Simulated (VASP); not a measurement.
Write the native input for VASP 6.6.1 that does the following.

| Quantity | Value |
| --- | --- |
| Task | single point |
| Functional | LDA |
| Potentials or basis | VASP PAW LDA potentials, release 64 (Ta_pv, F) |
| Cutoff | 600 eV |
| k mesh | 12 × 12 × 12 |
| Occupations | gaussian, width 0.15 eV |
| Spin | no spin polarisation |
| Dipole correction | no |
| Further INCAR settings | ALGO = Normal; EDIFF = 1e-06; NBANDS = 24 |

The structure of TaF3 lies in POSCAR:

```
TaF3
1.0
    3.7841640000      0.0000000000      0.0000000000
    0.0000000000      3.7841640000      0.0000000000
    0.0000000000      0.0000000000      3.9012000000
Ta F
1 3
Direct
    0.0000000000      0.0000000000      0.0000000000
    0.5000000000      0.0000000000      0.0000000000
    0.0000000000      0.5000000000      0.0000000000
    0.0000000000      0.0000000000      0.5000000000
```

This cell differs from its parent crystal: strain -0.030 along x and y, +0.000 along z.

One way to write it, as run:

INCAR

```
SYSTEM = TaF3
  PREC = Accurate
  ENCUT = 600
  EDIFF = 1E-6
  ISMEAR = 0
  SIGMA = 0.15
  LREAL = .False.
  LASPH = .True.
  NELM = 120
  ALGO = Normal
  ISIF = 2
  LWAVE = .False.
  LCHARG = .True.
  LELF = .True.
  LVHAR = .True.
  NBANDS = 24
  GGA_COMPAT = .False.
```

KPOINTS

```
Automatic mesh
0
Gamma
  12 12 12
  0 0 0
```

Potentials or basis: VASP PAW LDA potentials, release 64 (Ta_pv, F).

Launch:

```bash
$ cat potpaw_LDA.64/Ta_pv/POTCAR potpaw_LDA.64/F/POTCAR > POTCAR
$ mpirun -np 1 vasp_std > vasp.out
```

It gave:

```
Pressure               : 30.4 GPa
Band gap on the k mesh : zero (band 16 reaches 7.11 eV, above the bottom of band 17 at 3.73 eV)
```

Caveat: the cell differs from its parent crystal (strain -0.030 along x and y, +0.000 along z); spin-orbit coupling is left out, which moves the levels of the heavy elements.

Run time: 3.2 min on 1 thread of AMD EPYC 9R45 (Zen 5), with other jobs on the host, peak memory 0.32 GiB.
